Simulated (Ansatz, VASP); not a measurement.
# S in VASP and in Ansatz

The input INCAR:

```
  ALGO = Normal
  EDIFF = 1E-6
  ENCUT = 520
  GGA = PE
  ISIF = 2
  ISMEAR = -1
  LASPH = T
  LCHARG = F
  LREAL = F
  LWAVE = F
  NBANDS = 9
  NELM = 80
  PREC = Accurate
  SIGMA = 0.08
```

KPOINTS

```
k-points
0
Gamma
  16 16 16
```

The input POSCAR:

```
S
1.0
    0.0000000000      1.4698558992      1.4698558992
    1.4698558992      0.0000000000      1.4698558992
    1.4698558992      1.4698558992      0.0000000000
S
1
Direct
    0.0000000000      0.0000000000      0.0000000000
```

Input for Ansatz:

```yaml
crystal:
  lattice:
    - [0.0, 1.4698558992, 1.4698558992]
    - [1.4698558992, 0.0, 1.4698558992]
    - [1.4698558992, 1.4698558992, 0.0]
  atoms:
    - { symbol: S, position: [0.0, 0.0, 0.0] }
kpoints:
  mp_grid: { grid: [16, 16, 16] }
  band_path:
    path:
      - [0.0, 0.0, 0.0]
      - [0.5, 0.0, 0.5]
      - [0.625, 0.25, 0.625]
      - [0.375, 0.375, 0.75]
      - [0.0, 0.0, 0.0]
      - [0.5, 0.5, 0.5]
      - [0.5, 0.25, 0.75]
      - [0.5, 0.0, 0.5]
    npoints: 8
scf:
  occupations: { method: fermi_dirac, width: 0.08 }
hamiltonian:
  xc: pbe
  pseudopotentials: { kind: all_electron, lapw: { basis_error: 0.001 } }
output:
  forces: true
  stress: true
  eigenvalues: true
  populations: true
  dos: { projected: true, de: 0.2, e_range: [-14, 8] }
```

Change from the starting cell: volume scaled by 0.4, LAPW.

Alike in both runs: task single point; functional PBE; k mesh 16 × 16 × 16; occupations fermi-dirac, width 0.08 eV; no spin polarisation.

|  | VASP | Ansatz |
| --- | --- | --- |
| version | VASP 6.6.1 | Ansatz 0.2.0 |
| potentials or method | VASP PAW PBE potentials, release 64 (S), cutoff 520 eV | all-electron LAPW, scalar-relativistic |

|  | VASP | Ansatz | Ansatz less VASP |
| --- | --- | --- | --- |
| pressure (GPa) | 431.2 | 440.9 | +9.69 |

Both programs put the cell under a high pressure, so it lies far from rest at this level. Ansatz ran all-electron here, and VASP with PAW potentials.

Noted on VASP's run: the cell as given lies far from equilibrium.
